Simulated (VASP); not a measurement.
## Hf: single point with r2SCAN

The system is Hf.

```xyz
2
Lattice="3.1987 0.0000 0.0000 -1.5994 2.7702 0.0000 0.0000 0.0000 5.0505" Properties=species:S:1:pos:R:3 pbc="T T T"
Hf    0.0000    1.8468    1.2626
Hf    1.5994    0.9234    3.7879
```

```json
{"Program": "VASP 6.6.1", "Task": "single point", "Functional": "r2SCAN", "Potentials or basis": "VASP PAW PBE potentials, release 64 (Hf_pv)", "Cutoff": "520 eV", "k mesh": "11 × 11 × 6", "Occupations": "gaussian, width 1 eV", "Spin": "no spin polarisation", "Dipole correction": "no", "Further INCAR settings": "ALGO = Normal; EDIFF = 1e-07; NBANDS = 17"}
```

The pressure is 1.1 GPa and the band gap on the k mesh is zero (bands 10 and 11 overlap by 1.71 eV).

Stress tensor (GPa, compression positive):
```
0.30 0.00 0.00
0.00 0.30 0.00
0.00 0.00 2.60
```

Levels at points of the mesh, in eV from the Fermi level:
```
           k point  band 6  band 7  band 8  band 9  band 10  band 11  band 12  band 13  band 14  band 15
(0.00, 0.00, 0.00)  -31.19   -7.67   -3.75    0.53     1.44     1.44     1.78     2.31     2.31     3.03
(0.00, 0.00, 0.50)  -31.29   -5.60   -5.60    0.28     0.28     1.34     1.34     1.34     1.34     5.26
```

It took 2.1 min on 1 thread of AMD EPYC 9R45 96-Core Processor (Zen 5), on a shared host, peak memory 0.16 GiB.

Caveat: so wide a smearing shifts energies and pressures; the PAW data sets were made with another functional, which shifts forces and pressure a little; spin-orbit coupling is left out, which moves the levels of the heavy elements.
